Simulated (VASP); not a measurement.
# SnSe (wurtzite type) (P6_3mc) in VASP: notebook

Runs on SnSe (wurtzite type). Level: PBE. Tasks: single point.

All numbers are computed with VASP 6.6.1; they aren't measurements. Logs are shortened: lines on timing, memory, paths and dates and some standing lists are left out, and cuts for length are marked.

### 1 The cell of the first run

It takes space group P6_3mc (No. 186, hexagonal). The conventional cell has a = 4.907 Å, b = 4.907 Å, c = 5.872 Å, α = 90.00°, β = 90.00°, γ = 120.00°. Within 3.7 Å of Sn (site symmetry 3m) lie 5 Se at 2.83 to 2.94 Å. Within 3.7 Å of Se (site symmetry 3m) lie 5 Sn at 2.83 to 2.94 Å.

### 2 Single point, PBE (volume scaled by 0.88)

INCAR reads:

```
PREC = Accurate
ENCUT = 520
EDIFF = 1E-6
ISMEAR = -1
SIGMA = 0.08
LREAL = F
LASPH = T
NELM = 80
ALGO = Normal
ISIF = 2
LWAVE = F
LCHARG = F
GGA = PE
NBANDS = 28
```

KPOINTS reads:

```
Automatic mesh
0
Gamma
  9 9 5
```

POSCAR reads:

```
SnSe
1.0
    4.9070583797      0.0000000000      0.0000000000
   -2.4535291898      4.2496372147      0.0000000000
    0.0000000000      0.0000000000      5.8718967645
Sn Se
2 2
Direct
    0.3333333333      0.6666666667     -0.0614727793
    0.6666666667      0.3333333333      0.4385272207
    0.3333333333      0.6666666667      0.4374727793
    0.6666666667      0.3333333333      0.9374727793
```

Potentials or basis: VASP PAW PBE potentials, release 64 (Sn_d, Se).

The run is started by

```bash
$ cat potpaw_PBE.64/Sn_d/POTCAR potpaw_PBE.64/Se/POTCAR > POTCAR
$ mpirun -np 1 vasp_std > vasp.out
```

OUTCAR:

```text
PREC = Accurate
   ENCUT = 520
   EDIFF = 1E-6
   ISMEAR = -1
   LREAL = F
   LASPH = T
   NELM = 80
   ISIF = 2
   GGA = PE

 ion  position               nearest neighbor table
   1  0.333  0.667  0.939-   4 2.83   4 2.83   4 2.83   3 2.93   3 2.94
   2  0.667  0.333  0.439-   3 2.83   3 2.83   3 2.83   4 2.93   4 2.94
   3  0.333  0.667  0.437-   2 2.83   2 2.83   2 2.83   1 2.93   1 2.94
   4  0.667  0.333  0.937-   1 2.83   1 2.83   1 2.83   2 2.93   2 2.94

  LATTYP: Found a hexagonal cell.
 ALAT       =     4.9070583797
 C/A-ratio  =     1.1966225608

  Lattice vectors:

 A1 = (   4.9070583797,   0.0000000000,   0.0000000000)
 A2 = (  -2.4535291898,   4.2496372147,   0.0000000000)
 A3 = (   0.0000000000,   0.0000000000,   5.8718967645)

Analysis of symmetry for initial positions (statically):
=====================================================================
 Subroutine PRICEL returns:
 Original cell was already a primitive cell.

 Routine SETGRP: Setting up the symmetry group for a
 hexagonal supercell.

 Subroutine GETGRP returns: Found 12 space group operations
 (whereof  6 operations were pure point group operations)
 out of a pool of 24 trial point group operations.

The static configuration has the point symmetry C_3v.
 The point group associated with its full space group is C_6v.

Analysis of symmetry for dynamics (positions and initial velocities):
=====================================================================
 Subroutine PRICEL returns:
 Original cell was already a primitive cell.

 Routine SETGRP: Setting up the symmetry group for a
 hexagonal supercell.

 Subroutine GETGRP returns: Found 12 space group operations
 (whereof  6 operations were pure point group operations)
 out of a pool of 24 trial point group operations.

The dynamic configuration has the point symmetry C_3v.
 The point group associated with its full space group is C_6v.

 Subroutine INISYM returns: Found 12 space group operations
 (whereof  6 operations are pure point group operations),
 and found     1 'primitive' translations

----------------------------------------------------------------------------------------

                                     Primitive cell

  volume of cell :     122.4479

  direct lattice vectors                    reciprocal lattice vectors
     4.907058380  0.000000000  0.000000000     0.203788079  0.117657102  0.000000000
    -2.453529190  4.249637215  0.000000000     0.000000000  0.235314204  0.000000000
     0.000000000  0.000000000  5.871896764     0.000000000  0.000000000  0.170302722

  length of vectors
     4.907058380  4.907058380  5.871896764     0.235314204  0.235314204  0.170302722

  position of ions in fractional coordinates (direct lattice)
     0.333333333  0.666666667  0.938527221
     0.666666667  0.333333333  0.438527221
     0.333333333  0.666666667  0.437472779
     0.666666667  0.333333333  0.937472779

  ion indices of the primitive-cell ions
   primitive index   ion index
                 1           1
                 2           2
                 3           3
                 4           4

----------------------------------------------------------------------------------------

 KPOINTS: Automatic mesh

Automatic generation of k-mesh.
 Grid dimensions read from file:
 generate k-points for:    9    9    5

 Generating k-lattice:

  Cartesian coordinates                     Fractional coordinates (reciprocal lattice)
     0.022643120  0.013073011  0.000000000     0.111111111  0.000000000  0.000000000
     0.000000000  0.026146023  0.000000000     0.000000000  0.111111111  0.000000000
     0.000000000  0.000000000  0.034060544     0.000000000  0.000000000  0.200000000

  Length of vectors
     0.026146023  0.026146023  0.034060544

  Shift w.r.t. Gamma in fractional coordinates (k-lattice)
     0.000000000  0.000000000  0.000000000

 Subroutine IBZKPT returns following result:
 ===========================================

 Found     36 irreducible k-points:

 Following reciprocal coordinates:
            Coordinates               Weight
  0.000000  0.000000  0.000000      1.000000
  0.111111  0.000000  0.000000      6.000000
  0.222222  0.000000  0.000000      6.000000
  0.333333  0.000000  0.000000      6.000000
  0.444444  0.000000  0.000000      6.000000
  0.111111  0.111111  0.000000      6.000000
[... 16 lines left out ...]
  0.333333  0.222222  0.200000     24.000000
  0.333333  0.333333  0.200000      4.000000
 [... further k-points ...]
   k-points           NKPTS =     36   k-points in BZ     NKDIM =     36   number of bands    NBANDS=     28
   number of dos      NEDOS =    301   number of ions     NIONS =      4
   total plane-waves  NPLWV =  62208
   dimension x,y,z NGX =    36 NGY =   36 NGZ =   48
   dimension x,y,z NGXF=    72 NGYF=   72 NGZF=   96
   ions per type =               2   2
   NGX,Y,Z   is equivalent  to a cutoff of  12.20, 12.20, 13.59 a.u.
   NGXF,Y,Z  is equivalent  to a cutoff of  24.39, 24.39, 27.18 a.u.
 SYSTEM =  unknown system
   PREC   = accura    normal or accurate (medium, high low for compatibility)
   ISTART =      0    job   : 0-new  1-cont  2-samecut
   ICHARG =      2    charge: 1-file 2-atom 10-const
   ISPIN  =      1    spin polarized calculation?
   LNONCOLLINEAR =      F non collinear calculations
   LSORBIT =      F    spin-orbit coupling
   LASPH  =      T    aspherical Exc in radial PAW
   ENCUT  =  520.0 eV  38.22 Ry    6.18 a.u.   9.12  9.12 10.92*2*pi/ulx,y,z
   NELM   =     80;   NELMIN=  2; NELMDL= -5     # of ELM steps
   EDIFF  = 0.1E-05   stopping-criterion for ELM
   LREAL  =      F    real-space projection
   EDIFFG = 0.1E-04   stopping-criterion for IOM
   NSW    =      0    number of steps for IOM
   IBRION =     -1    ionic relax: 0-MD 1-quasi-New 2-CG
   NFREE  =      0    steps in history (QN), initial steepest desc. (CG)
   ISIF   =      2    stress and relaxation
   ISYM   =      2    0-nonsym 1-usesym 2-fastsym
   POTIM  = 0.5000    time-step for ionic-motion
   TEBEG  =    0.0;   TEEND  =   0.0 temperature during run
   PSTRESS=    0.0 pullay stress
   NELECT =      40.0000    total number of electrons
   NUPDOWN=      -1.0000    fix difference up-down
   EMIN   =  10.00;   EMAX   =-10.00  energy-range for DOS
   EFERMI =   0.00;   METHOD = LEGACY
   ISMEAR =    -1;   SIGMA  =   0.08  broadening in eV -4-tet -1-fermi 0-gaus
   EFERMI_NEDOS =   21; number of points for ismear=-14 and -15
   IALGO  =     38    algorithm
   IMIX   =      4    mixing-type and parameters
     AMIX     =   0.40;   BMIX     =  1.00
     AMIX_MAG =   1.60;   BMIX_MAG =  1.00
  volume/ion in A,a.u.               =      30.61       206.58
  Fermi-wavevector in a.u.,A,eV,Ry     =   1.127486  2.130639 17.296049  1.271224
  Thomas-Fermi vector in A             =   2.264172
   LORBIT       =      0    0 simple, 1 ext, 2 COOP (PROOUT), +10 PAW based schemes
   GGA     = PE    functional components
   LHFCALC =     F    Hartree Fock is set to
   AEXX    =    0.0000 exact exchange contribution
   IVDW    =     0    specifies the selected vdW correction
   LEPSILON=     F    determine dielectric tensor
   LRPA    =     F    only Hartree local field effects (RPA)
 non-spin polarized calculation
  energy-cutoff  :      520.00
  volume of cell :      122.45
 maximum number of plane-waves:      3315
   NGX = 19   NGY = 19   NGZ = 21

 number of electron      39.9999993 magnetization

 Free energy of the ion-electron system (eV)
  ---------------------------------------------------
  ext. energy  EPLUGINS =         0.00000000
  ---------------------------------------------------
  free energy    TOTEN  =       -15.80327087 eV

  energy without entropy =      -15.80173656  energy(sigma->0) =      -15.80250371

 E-fermi :   5.1723     XC(G=0):  -8.7874

 val. band max:        4.8949860461   @ k =   0.3333   0.3333   0.4000
 cond. band min:       5.5523677526   @ k =   0.1111   0.1111   0.0000
 fundamental gap:      0.6573817065
 Fermi energy:         5.1722839789

 k-point     1 :       0.0000    0.0000    0.0000
  band No.  band energies     occupation
      1     -16.9499      2.00000
      2     -16.9335      2.00000
      3     -16.9335      2.00000
      4     -16.9328      2.00000
      5     -16.9328      2.00000
      6     -16.9173      2.00000
[... 20 lines left out ...]
     27      10.2463      0.00000
     28      10.2463      0.00000

 k-point     2 :       0.1111    0.0000    0.0000
  band No.  band energies     occupation
      1     -16.9509      2.00000
      2     -16.9340      2.00000
      3     -16.9336      2.00000
      4     -16.9315      2.00000
      5     -16.9312      2.00000
      6     -16.9177      2.00000
[... 20 lines left out ...]
     27      10.0608      0.00000
     28      10.4097      0.00000

 k-point     3 :       0.2222    0.0000    0.0000
  band No.  band energies     occupation
      1     -16.9527      2.00000
      2     -16.9362      2.00000
      3     -16.9329      2.00000
      4     -16.9292      2.00000
      5     -16.9266      2.00000
      6     -16.9186      2.00000
[... 20 lines left out ...]
     27      10.1185      0.00000
     28      11.0311      0.00000

 k-point     4 :       0.3333    0.0000    0.0000
  band No.  band energies     occupation
      1     -16.9540      2.00000
      2     -16.9388      2.00000
      3     -16.9318      2.00000
      4     -16.9268      2.00000
      5     -16.9215      2.00000
      6     -16.9197      2.00000
[... 578 lines left out ...]
     27       9.5720      0.00000
     28      10.9754      0.00000

 k-point    23 :       0.3333    0.2222    0.2000
  band No.  band energies     occupation
      1     -16.9480      2.00000
      2     -16.9418      2.00000
      3     -16.9316      2.00000
      4     -16.9264      2.00000
      5     -16.9180      2.00000
      6     -16.9175      2.00000
[... 20 lines left out ...]
     27       9.8191      0.00000
     28      10.9778      0.00000

 k-point    24 :       0.3333    0.3333    0.2000
  band No.  band energies     occupation
      1     -16.9449      2.00000
      2     -16.9449      2.00000
      3     -16.9318      2.00000
      4     -16.9260      2.00000
      5     -16.9184      2.00000
      6     -16.9166      2.00000
[... 20 lines left out ...]
     27      10.0622      0.00000
     28      11.2213      0.00000

 [... further k-points ...]

------------------------ aborting loop because EDIFF is reached ----------------------------------------

  FORCE on cell =-STRESS in cart. coord.  units (eV):
  Direction    XX          YY          ZZ          XY          YZ          ZX
  --------------------------------------------------------------------------------------
  -------------------------------------------------------------------------------------
  Total        4.3011858      4.3011858      4.2386832      0.0000000     -0.0000000     -0.0000000
  in kB       56.2791192     56.2791192     55.4613006      0.0000000     -0.0000000     -0.0000000
  external PRESSURE =      56.0065130 kB  Pullay stress =       0.0000000 kB

 VOLUME and BASIS-vectors are now :
 -----------------------------------------------------------------------------
  energy-cutoff  :      520.00
  volume of cell :      122.45
      direct lattice vectors                 reciprocal lattice vectors
     4.907058380  0.000000000  0.000000000     0.203788079  0.117657102  0.000000000
    -2.453529190  4.249637215  0.000000000     0.000000000  0.235314204  0.000000000
     0.000000000  0.000000000  5.871896764     0.000000000  0.000000000  0.170302722

 POSITION                                       TOTAL-FORCE (eV/Angst)
 -----------------------------------------------------------------------------------
     -0.00000      2.83309      5.51093        -0.000000     -0.000000     -0.004742
      2.45353      1.41655      2.57499         0.000000      0.000000     -0.004742
     -0.00000      2.83309      2.56879        -0.000000      0.000000      0.004742
      2.45353      1.41655      5.50474        -0.000000     -0.000000      0.004742
 -----------------------------------------------------------------------------------
    total drift:                               -0.000000      0.000000      0.000867

  FREE ENERGIE OF THE ION-ELECTRON SYSTEM (eV)
  ---------------------------------------------------
  free  energy   TOTEN  =       -15.8032708652 eV

  energy  without entropy=      -15.8017365573  energy(sigma->0) =      -15.80250371
```

Wall time 43 s (1 thread of Intel Xeon 6975P-C (Granite Rapids), shared host); peak memory 0.29 GiB.

Results:

```
Free energy            : -15.8033 eV
Pressure               : 5.6 GPa
Largest force          : 0.005 eV/Å
Band gap on the k mesh : 0.66 eV, indirect (least direct gap 1.07 eV)
```

Forces in eV/Å, atoms in the order of the input:
```
Sn   0.000  0.000 -0.005
Sn   0.000  0.000 -0.005
Se   0.000  0.000  0.005
Se   0.000  0.000  0.005
```

Stress tensor (GPa, compression positive):
```
5.63 0.00 0.00
0.00 5.63 0.00
0.00 0.00 5.55
```

Caveat: spin-orbit coupling is left out, which moves the levels of the heavy elements.

### 3 Single point, PBE (volume scaled by 0.94)

INCAR reads:

```
ALGO = Normal ; EDIFF = 1E-6
ENCUT = 520 ; GGA = PE
ISIF = 2 ; ISMEAR = -1
LASPH = True ; LCHARG = True
LELF = True ; LREAL = False
LVHAR = True ; LWAVE = False
NBANDS = 28 ; NELM = 80
PREC = Accurate ; SIGMA = 0.08
```

KPOINTS reads:

```
k-points
0
Gamma
  9 9 5
```

POSCAR reads:

```
SnSe
1.0
    5.0212855458      0.0000000000      0.0000000000
   -2.5106427729      4.3485608423      0.0000000000
    0.0000000000      0.0000000000      5.9901294026
Sn Se
2 2
Direct
    0.3333333333      0.6666666667     -0.0620987215
    0.6666666667      0.3333333333      0.4379012785
    0.3333333333      0.6666666667      0.4380987215
    0.6666666667      0.3333333333      0.9380987215
```

Potentials or basis: VASP PAW PBE potentials, release 64 (Sn_d, Se).

The run is started by

```bash
$ cat potpaw_PBE.64/Sn_d/POTCAR potpaw_PBE.64/Se/POTCAR > POTCAR
$ mpirun -np 1 vasp_std > vasp.out
```

Wall time 74 s (1 thread of Intel Xeon 6975P-C (Granite Rapids), shared host); peak memory 0.32 GiB.

The run converged. Its results:

```yaml
Free_energy: -16.0017 eV
Pressure: 2.1 GPa
Band_gap_on_the_k_mesh: 0.87 eV, indirect (least direct gap 1.11 eV)
```

Levels at points of the mesh, in eV from the valence-band top:
| k point | band 16 | band 17 | band 18 | band 19 | band 20 | band 21 | band 22 | band 23 | band 24 | band 25 |
| --- | --- | --- | --- | --- | --- | --- | --- | --- | --- | --- |
| (0.00, 0.00, 0.00) | -3.77 | -3.77 | -2.40 | -2.40 | -2.34 | 1.06 | 1.06 | 2.71 | 2.71 | 4.52 |

Caveat: spin-orbit coupling is left out, which moves the levels of the heavy elements.
